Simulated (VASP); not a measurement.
# Ca (P6_3/mmc) in VASP: a series of runs

The runs below take Ca through relaxation of cell and atoms, single point, with PBEsol.

All numbers are computed with VASP 6.6.1; they aren't measurements. Logs are shortened: lines on timing, memory, paths and dates and some standing lists are left out, and cuts for length are marked.

### 1 The cell of the first run

It takes space group P6_3/mmc (No. 194, hexagonal). The conventional cell has a = 3.852 Å, b = 3.852 Å, c = 19.026 Å, α = 90.00°, β = 90.00°, γ = 120.00°. Within 5.1 Å of Ca (site symmetry -6m2) lie 12 Ca at 3.85 to 3.87 Å. Ca (site symmetry 3m) has 12 Ca at 3.85 to 3.87 Å within 5.1 Å.

This isn't the form of Ca at room conditions, which is fcc.

### 2 Relaxation of cell and atoms, PBEsol

Input file INCAR:

```
SYSTEM = Ca
  PREC = Accurate
  ENCUT = 600
  EDIFF = 1E-6
  ISMEAR = 0
  SIGMA = 0.1
  LREAL = .FALSE.
  LASPH = .TRUE.
  NELM = 100
  ALGO = Fast
  ISIF = 3
  LWAVE = .FALSE.
  LCHARG = .FALSE.
  GGA = PS
  IBRION = 2
  NSW = 65
  EDIFFG = -0.01
```

Input file KPOINTS:

```
regular mesh
0
G
  12 12 3
  0 0 0
```

Input file POSCAR:

```
Ca
1.0
    3.8523579287      0.0000000000      0.0000000000
   -1.9261789643      3.3362398307      0.0000000000
    0.0000000000      0.0000000000     19.0258746264
Ca
6
Direct
    0.0000000000      0.0000000000      0.0000000000
    0.3333333333      0.6666666667      0.1666666667
    0.6666666667      0.3333333333      0.3333333333
    0.0000000000      0.0000000000      0.5000000000
    0.6666666667      0.3333333333      0.6666666667
    0.3333333333      0.6666666667      0.8333333333
```

Potentials or basis: VASP PAW PBE potentials, release 64 (Ca_sv).

Run with:

```bash
cat potpaw_PBE.64/Ca_sv/POTCAR > POTCAR
mpirun -np 1 vasp_std > vasp.out
```

OUTCAR:

```text
SYSTEM = Ca
   PREC = Accurate
   ENCUT = 600
   EDIFF = 1E-6
   ISMEAR = 0
   LREAL = .FALSE.
   LASPH = .TRUE.
   NELM = 100
   ISIF = 3
   GGA = PS
   IBRION = 2
   NSW = 65
   EDIFFG = -0.01

 ion  position               nearest neighbor table
   1  0.000  0.000  0.000-
   2  0.333  0.667  0.167-
   3  0.667  0.333  0.333-
   4  0.000  0.000  0.500-
   5  0.667  0.333  0.667-
   6  0.333  0.667  0.833-

  LATTYP: Found a hexagonal cell.
 ALAT       =     3.8523579287
 C/A-ratio  =     4.9387608780

  Lattice vectors:

 A1 = (   3.8523579287,   0.0000000000,   0.0000000000)
 A2 = (  -1.9261789643,   3.3362398307,   0.0000000000)
 A3 = (   0.0000000000,   0.0000000000,  19.0258746264)

Analysis of symmetry for initial positions (statically):
=====================================================================
 Subroutine PRICEL returns:
 Original cell was already a primitive cell.

 Routine SETGRP: Setting up the symmetry group for a
 hexagonal supercell.

 Subroutine GETGRP returns: Found 24 space group operations
 (whereof 12 operations were pure point group operations)
 out of a pool of 24 trial point group operations.

The static configuration has the point symmetry D_3h.
 The point group associated with its full space group is D_6h.

Analysis of symmetry for dynamics (positions and initial velocities):
=====================================================================
 Subroutine PRICEL returns:
 Original cell was already a primitive cell.

 Routine SETGRP: Setting up the symmetry group for a
 hexagonal supercell.

 Subroutine GETGRP returns: Found 24 space group operations
 (whereof 12 operations were pure point group operations)
 out of a pool of 24 trial point group operations.

The dynamic configuration has the point symmetry D_3h.
 The point group associated with its full space group is D_6h.

 Subroutine INISYM returns: Found 24 space group operations
 (whereof 12 operations are pure point group operations),
 and found     1 'primitive' translations

----------------------------------------------------------------------------------------

                                     Primitive cell

  volume of cell :     244.5280

  direct lattice vectors                    reciprocal lattice vectors
     3.852357929  0.000000000  0.000000000     0.259581279  0.149869322  0.000000000
    -1.926178964  3.336239831  0.000000000     0.000000000  0.299738643  0.000000000
     0.000000000  0.000000000 19.025874626     0.000000000  0.000000000  0.052560002

  length of vectors
     3.852357929  3.852357929 19.025874626     0.299738643  0.299738643  0.052560002

  position of ions in fractional coordinates (direct lattice)
     0.000000000  0.000000000  0.000000000
     0.333333333  0.666666667  0.166666667
     0.666666667  0.333333333  0.333333333
     0.000000000  0.000000000  0.500000000
     0.666666667  0.333333333  0.666666667
     0.333333333  0.666666667  0.833333333

  ion indices of the primitive-cell ions
   primitive index   ion index
                 1           1
                 2           2
                 3           3
                 4           4
                 5           5
                 6           6

----------------------------------------------------------------------------------------

 KPOINTS: regular mesh

Automatic generation of k-mesh.
 Grid dimensions read from file:
 generate k-points for:   12   12    3

 Generating k-lattice:

  Cartesian coordinates                     Fractional coordinates (reciprocal lattice)
     0.021631773  0.012489110  0.000000000     0.083333333  0.000000000  0.000000000
     0.000000000  0.024978220  0.000000000     0.000000000  0.083333333  0.000000000
     0.000000000  0.000000000  0.017520001     0.000000000  0.000000000  0.333333333

  Length of vectors
     0.024978220  0.024978220  0.017520001

  Shift w.r.t. Gamma in fractional coordinates (k-lattice)
     0.000000000  0.000000000  0.000000000

 Subroutine IBZKPT returns following result:
 ===========================================

 Found     38 irreducible k-points:

 Following reciprocal coordinates:
            Coordinates               Weight
  0.000000  0.000000  0.000000      1.000000
  0.083333 -0.000000  0.000000      6.000000
  0.166667  0.000000  0.000000      6.000000
  0.250000  0.000000  0.000000      6.000000
  0.333333  0.000000  0.000000      6.000000
  0.416667  0.000000  0.000000      6.000000
[... 16 lines left out ...]
  0.250000  0.000000  0.333333     12.000000
  0.333333  0.000000  0.333333     12.000000
 [... further k-points ...]
   k-points           NKPTS =     38   k-points in BZ     NKDIM =     38   number of bands    NBANDS=     36
   number of dos      NEDOS =    301   number of ions     NIONS =      6
   total plane-waves  NPLWV = 163840
   dimension x,y,z NGX =    32 NGY =   32 NGZ =  160
   dimension x,y,z NGXF=    64 NGYF=   64 NGZF=  320
   ions per type =               6
   NGX,Y,Z   is equivalent  to a cutoff of  13.81, 13.81, 13.98 a.u.
   NGXF,Y,Z  is equivalent  to a cutoff of  27.62, 27.62, 27.96 a.u.
 SYSTEM =  Ca
   PREC   = accura    normal or accurate (medium, high low for compatibility)
   ISTART =      0    job   : 0-new  1-cont  2-samecut
   ICHARG =      2    charge: 1-file 2-atom 10-const
   ISPIN  =      1    spin polarized calculation?
   LNONCOLLINEAR =      F non collinear calculations
   LSORBIT =      F    spin-orbit coupling
   LASPH  =      T    aspherical Exc in radial PAW
   ENCUT  =  600.0 eV  44.10 Ry    6.64 a.u.   7.69  7.69 38.00*2*pi/ulx,y,z
   NELM   =    100;   NELMIN=  2; NELMDL= -5     # of ELM steps
   EDIFF  = 0.1E-05   stopping-criterion for ELM
   LREAL  =      F    real-space projection
   EDIFFG = -.1E-01   stopping-criterion for IOM
   NSW    =     65    number of steps for IOM
   IBRION =      2    ionic relax: 0-MD 1-quasi-New 2-CG
   NFREE  =      1    steps in history (QN), initial steepest desc. (CG)
   ISIF   =      3    stress and relaxation
   ISYM   =      2    0-nonsym 1-usesym 2-fastsym
   POTIM  = 0.5000    time-step for ionic-motion
   TEBEG  =    0.0;   TEEND  =   0.0 temperature during run
   PSTRESS=    0.0 pullay stress
   NELECT =      60.0000    total number of electrons
   NUPDOWN=      -1.0000    fix difference up-down
   EMIN   =  10.00;   EMAX   =-10.00  energy-range for DOS
   EFERMI =   0.00;   METHOD = LEGACY
   ISMEAR =     0;   SIGMA  =   0.10  broadening in eV -4-tet -1-fermi 0-gaus
   EFERMI_NEDOS =   21; number of points for ismear=-14 and -15
   IALGO  =     68    algorithm
   IMIX   =      4    mixing-type and parameters
     AMIX     =   0.40;   BMIX     =  1.00
     AMIX_MAG =   1.60;   BMIX_MAG =  1.00
  volume/ion in A,a.u.               =      40.75       275.03
  Fermi-wavevector in a.u.,A,eV,Ry     =   1.024902  1.936784 14.291892  1.050424
  Thomas-Fermi vector in A             =   2.158714
   LORBIT       =      0    0 simple, 1 ext, 2 COOP (PROOUT), +10 PAW based schemes
   GGA     = PS    functional components
   LHFCALC =     F    Hartree Fock is set to
   AEXX    =    0.0000 exact exchange contribution
   IVDW    =     0    specifies the selected vdW correction
   LEPSILON=     F    determine dielectric tensor
   LRPA    =     F    only Hartree local field effects (RPA)
 conjugate gradient relaxation of ions
 non-spin polarized calculation
 RMM-DIIS sequential band-by-band and
 Gauss-broadening in eV      SIGMA  =   0.10
  energy-cutoff  :      600.00
  volume of cell :      244.53
 maximum number of plane-waves:      8224
 NGX is ok and might be reduce to    32

--------------------------------------- Ionic step        1  -------------------------------------------

 number of electron      60.0000002 magnetization

 Free energy of the ion-electron system (eV)
  ---------------------------------------------------
  ext. energy  EPLUGINS =         0.00000000
  ---------------------------------------------------
  free energy    TOTEN  =       -12.80542872 eV

  energy without entropy =      -12.76074011  energy(sigma->0) =      -12.78308442

------------------------ aborting loop because EDIFF is reached ----------------------------------------

  FORCE on cell =-STRESS in cart. coord.  units (eV):
  Direction    XX          YY          ZZ          XY          YZ          ZX
  --------------------------------------------------------------------------------------
  -------------------------------------------------------------------------------------
  Total        0.0203817      0.0203817     -0.2006496      0.0000000     -0.0000000     -0.0000000
  in kB        0.1335434      0.1335434     -1.3146811      0.0000000     -0.0000000     -0.0000000
  external PRESSURE =      -0.3491981 kB  Pullay stress =       0.0000000 kB
[... 65 lines left out ...]
  energy  without entropy=      -12.7610643118  energy(sigma->0) =      -12.78338539

--------------------------------------- Ionic step        3  -------------------------------------------

 number of electron      60.0000002 magnetization

 Free energy of the ion-electron system (eV)
  ---------------------------------------------------
  ext. energy  EPLUGINS =         0.00000000
  ---------------------------------------------------
  free energy    TOTEN  =       -12.80582535 eV

  energy without entropy =      -12.76121427  energy(sigma->0) =      -12.78351981

 E-fermi :   2.0616     XC(G=0):  -7.9306

 val. band max:        2.0614121580   @ k =   0.5000   0.0000   0.3333
 cond. band min:       2.0663727938   @ k =   0.3333   0.0000   0.0000
 fundamental gap:      0.0049606358
 Fermi energy:         2.0616140757

 k-point     1 :       0.0000    0.0000    0.0000
  band No.  band energies     occupation
      1     -39.7089      2.00000
      2     -39.7068      2.00000
      3     -39.7016      2.00000
      4     -39.6970      2.00000
      5     -39.6934      2.00000
      6     -39.6909      2.00000
[... 925 lines left out ...]
     35       3.0033      0.00000
     36       3.0398      0.00000

 [... further k-points ...]
[... 5 lines left out ...]
  --------------------------------------------------------------------------------------
  -------------------------------------------------------------------------------------
  Total        0.0416609      0.0416609      0.0249408      0.0000000     -0.0000000      0.0000000
  in kB        0.2737529      0.2737529      0.1638854      0.0000000     -0.0000000      0.0000000
  external PRESSURE =       0.2371304 kB  Pullay stress =       0.0000000 kB
[... 21 lines left out ...]
  FREE ENERGIE OF THE ION-ELECTRON SYSTEM (eV)
  ---------------------------------------------------
  free  energy   TOTEN  =       -12.8058253504 eV

  energy  without entropy=      -12.7612142692  energy(sigma->0) =      -12.78351981

 reached required accuracy - stopping structural energy minimisation
```

Wall time 41 min (1 thread of Intel Xeon 8259CL, shared host); peak memory 0.61 GiB.

Results:

```yaml
Free_energy: -12.8058 eV
Relaxed_volume: 40.64 Å³/atom
Relaxed_cell: a = 3.854 Å, b = 3.854 Å, c = 18.957 Å, α = 90.00°, β = 90.00°, γ = 120.00°
Space_group_after_relaxing_to_0.1_Å: P6_3/mmc (No. 194)
Energy_gained_by_relaxing: 0.1 meV/atom
Ionic_steps: 3
Pressure_after_relaxing: 0.0 GPa
Largest_force_after_relaxing: 0.010 eV/Å
Band_gap_on_the_k_mesh: zero (bands 30 and 31 overlap by 0.36 eV)
```

Forces in eV/Å, atoms in the order of the input:
```
Ca   0.000  0.000  0.000
Ca   0.000  0.000  0.010
Ca   0.000  0.000 -0.010
Ca   0.000  0.000  0.000
Ca   0.000  0.000  0.010
Ca   0.000  0.000 -0.010
```

Step by step:
```tsv
step	energy change (eV)	largest force (eV/Å)	pressure (GPa)	volume (Å³)
1	0.0000	0.0130	-0.03	244.53
2	-0.0003	0.0117	-0.01	244.21
3	-0.0004	0.0098	0.02	243.83
```

Final structure:
```
Ca
1.0
     3.85377    0.00000    0.00000
    -1.92688    3.33746    0.00000
     0.00000    0.00000   18.95740
Ca
6
Direct
  0.00000 0.00000 0.00000
  0.33333 0.66667 0.16674
  0.66667 0.33333 0.33326
  0.00000 0.00000 0.50000
  0.66667 0.33333 0.66674
  0.33333 0.66667 0.83326
```

Levels at points of the mesh, in eV from the Fermi level:
```tsv
k point	band 27	band 28	band 29	band 30	band 31	band 32	band 33	band 34
(0.00, 0.00, 0.00)	-3.64	-2.36	-2.36	-1.06	-0.16	0.86	0.86	1.86
(0.50, 0.00, 0.00)	-0.89	-0.71	-0.63	-0.57	-0.04	0.02	0.23	0.37
```

Caveat: the PAW data sets were made with another functional, which shifts forces and pressure a little.

### 3 Single point, PBEsol

This run uses another cell than the first one: it holds 2 atoms, not 6.

Input file INCAR:

```
PREC     = Accurate       # precision mode
ENCUT    = 520            # plane-wave cutoff, eV
EDIFF    = 1E-6           # SCF threshold, eV
ISMEAR   = 0              # smearing method
SIGMA    = 0.1            # smearing width, eV
LREAL    = False          # projectors in reciprocal space
LASPH    = True           # aspherical terms in the spheres
NELM     = 60             # most SCF steps
ALGO     = Normal         # electronic algorithm
ISIF     = 2              # what is computed and relaxed
LWAVE    = False          # write WAVECAR
LCHARG   = False          # write CHGCAR
GGA      = PS             # functional
NBANDS   = 17             # bands
```

Input file KPOINTS:

```
regular mesh
0
Gamma
  12 12 8
```

Input file POSCAR:

```
Ca
1.0
    3.8523579287      0.0000000000      0.0000000000
   -1.9261789643      3.3362398307      0.0000000000
    0.0000000000      0.0000000000      6.3419582088
Ca
2
Direct
    0.0000000000      0.0000000000      0.0000000000
    0.3333333333      0.6666666667      0.5000000000
```

Potentials or basis: VASP PAW PBE potentials, release 64 (Ca_sv).

Run with:

```bash
cat potpaw_PBE.64/Ca_sv/POTCAR > POTCAR
mpirun -np 1 vasp_std > vasp.out
```

Run time: 65 s. Hardware: 1 thread of Oxide Virtual Turin-like, shared host; peak memory 0.23 GiB.

The run converged. Its results:

| Property | Result |
| --- | --- |
| Free energy | -4.2659 eV |
| Pressure | 0.0 GPa |
| Band gap on the k mesh | zero (bands 10 and 11 overlap by 0.46 eV) |

Levels at points of the mesh, in eV from the Fermi level:
| k point | band 8 | band 9 | band 10 | band 11 | band 12 | band 13 |
| --- | --- | --- | --- | --- | --- | --- |
| (0.00, 0.00, 0.00) | -22.79 | -4.16 | -1.12 | -0.23 | 2.26 | 2.30 |
| (0.50, 0.00, 0.00) | -22.82 | -1.16 | -0.71 | 0.16 | 0.33 | 1.37 |
| (0.00, 0.00, 0.50) | -22.81 | -3.12 | -3.12 | 1.36 | 1.36 | 2.30 |
| (0.50, 0.00, 0.50) | -22.84 | -0.74 | -0.74 | 0.11 | 0.11 | 1.43 |

Caveat: the PAW data sets were made with another functional, which shifts forces and pressure a little.

### 4 Single point, PBEsol

This run uses another cell than the first one: it holds 4 atoms, not 6.

Input file INCAR:

```
SYSTEM = Ca
PREC     = Accurate       ! precision mode
ENCUT    = 520            ! plane-wave cutoff, eV
EDIFF    = 1E-6           ! SCF threshold, eV
ISMEAR   = 0              ! smearing method
SIGMA    = 0.1            ! smearing width, eV
LREAL    = .False.        ! projectors in reciprocal space
LASPH    = .True.         ! aspherical terms in the spheres
NELM     = 60             ! most SCF steps
ALGO     = Fast           ! electronic algorithm
ISIF     = 2              ! what is computed and relaxed
LWAVE    = .False.        ! write WAVECAR
LCHARG   = .False.        ! write CHGCAR
GGA      = PS             ! functional
NBANDS   = 28             ! bands
```

Input file KPOINTS:

```
Automatic mesh
0
Gamma
  12 12 4
  0 0 0
```

Input file POSCAR:

```
Ca
1.0
    3.8515418713      0.0000000000      0.0000000000
   -1.9257709356      3.3355331043      0.0000000000
    0.0000000000      0.0000000000     12.6696142128
Ca
4
Direct
    0.0000000000      0.0000000000      0.0000000000
    0.3333333333      0.6666666667      0.2500000000
    0.0000000000      0.0000000000      0.5000000000
    0.6666666667      0.3333333333      0.7500000000
```

Run with:

```bash
cat potpaw_PBE.64/Ca_sv/POTCAR > POTCAR
mpirun -np 1 vasp_std > vasp.out
```

Wall time 4.4 min (1 thread of Oxide Virtual Turin-like, shared host); peak memory 0.36 GiB.

Results (log left out):

```
Free energy            : -8.5339 eV
Pressure               : 0.0 GPa
Band gap on the k mesh : zero (bands 20 and 21 overlap by 0.41 eV)
```

Levels at points of the mesh, in eV from the Fermi level:
```tsv
k point	band 18	band 19	band 20	band 21	band 22	band 23
(0.00, 0.00, 0.00)	-3.10	-3.10	-1.09	-0.20	1.37	1.38
(0.50, 0.00, 0.00)	-0.84	-0.73	-0.60	-0.02	0.10	0.41
(0.00, 0.00, 0.50)	-3.87	-1.99	-1.99	0.54	0.54	2.03
(0.50, 0.00, 0.50)	-0.99	-0.66	-0.66	0.06	0.06	0.45
```

Caveat: the PAW data sets were made with another functional, which shifts forces and pressure a little.

### 5 The runs side by side

| task | cell | k mesh | cutoff (eV) | gap on the mesh (eV) | pressure (GPa) |
| --- | --- | --- | --- | --- | --- |
| relaxation of cell and atoms | relaxed from a = 3.852, b = 3.852, c = 19.026 Å, angles 90.0, 90.0, 120.0°, 6 atoms, atomic positions A | 12 × 12 × 3 | 600 | none | 0.0 |
| single point | a = 3.852, b = 3.852, c = 6.342 Å, angles 90.0, 90.0, 120.0°, 2 atoms, atomic positions B | 12 × 12 × 8 | 520 | none | 0.0 |
| single point | a = 3.852, b = 3.852, c = 12.670 Å, angles 90.0, 90.0, 120.0°, 4 atoms, atomic positions C | 12 × 12 × 4 | 520 | none | 0.0 |

Alike in all rows: level PBEsol; potentials or basis VASP PAW PBE potentials, release 64 (Ca_sv); no spin polarisation; smearing gaussian 0.1 eV.

Caveats: the PAW data sets were made with another functional, which shifts forces and pressure a little.

Total energies depend on the potentials used, so only differences within one code and one set of settings carry meaning.

The gap in the log of VASP goes by the Fermi energy; the results here count the filled bands.